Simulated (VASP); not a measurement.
Here is a VASP 6.6.1 calculation.

The input POSCAR:

```
SiO2
1.0
    4.1753574771      0.0000000000      0.0000000000
    0.0000000000      4.1753574771      0.0000000000
    0.0000000000      0.0000000000      2.6678773995
Si O
2 4
Direct
    0.0000000000      0.0000000000      0.0000000000
    0.5000000000      0.5000000000      0.5000000000
    0.3057798988      0.3057798988      0.0000000000
    0.6942201012      0.6942201012      0.0000000000
    0.1942201012      0.8057798988      0.5000000000
    0.8057798988      0.1942201012      0.5000000000
```

INCAR.step1

```
  PREC = Accurate
  ENCUT = 660
  ISMEAR = 0
  SIGMA = 0.02
  LREAL = False
  LASPH = True
  NELM = 120
  NBANDS = 25
  GGA = PE
  ALGO = Normal
  EDIFF = 1E-5
  LWAVE = True
  LCHARG = False
  GGA_COMPAT = False
```

File INCAR.step2:

```
  PREC = Accurate
  ENCUT = 660
  EDIFF = 1E-6
  ISMEAR = 0
  SIGMA = 0.02
  LREAL = False
  LASPH = True
  NELM = 120
  ALGO = Normal
  ISIF = 2
  LWAVE = False
  LCHARG = False
  METAGGA = R2SCAN
  LMIXTAU = True
  LUSE_VDW = True
  IVDW_NL = 2
  BPARAM = 11.95
  CPARAM = 0.0093
  NBANDS = 25
  ISTART = 1
  GGA_COMPAT = False
```

KPOINTS

```
Automatic mesh
0
Gamma
  6 6 8
```

Potentials or basis: VASP PAW PBE potentials, release 64 (Si, O).

Launch:

```bash
$ cat potpaw_PBE.64/Si/POTCAR potpaw_PBE.64/O/POTCAR > POTCAR
$ cp INCAR.step1 INCAR
$ mpirun -np 1 vasp_std > vasp.out
$ cp INCAR.step2 INCAR
$ mpirun -np 1 vasp_std > vasp.out
```

Problem. Predict the largest force.

Solution. 0.023 eV/Å.

Problem. What does it give for the band gap on the k mesh?

Solution. 6.56 eV.

Stress tensor (GPa, compression positive):
```
-0.23  0.00  0.00
 0.00 -0.23  0.00
 0.00  0.00  0.71
```

Caveat: the PAW data sets were made with another functional, which shifts forces and pressure a little. A k mesh can miss the band edges.
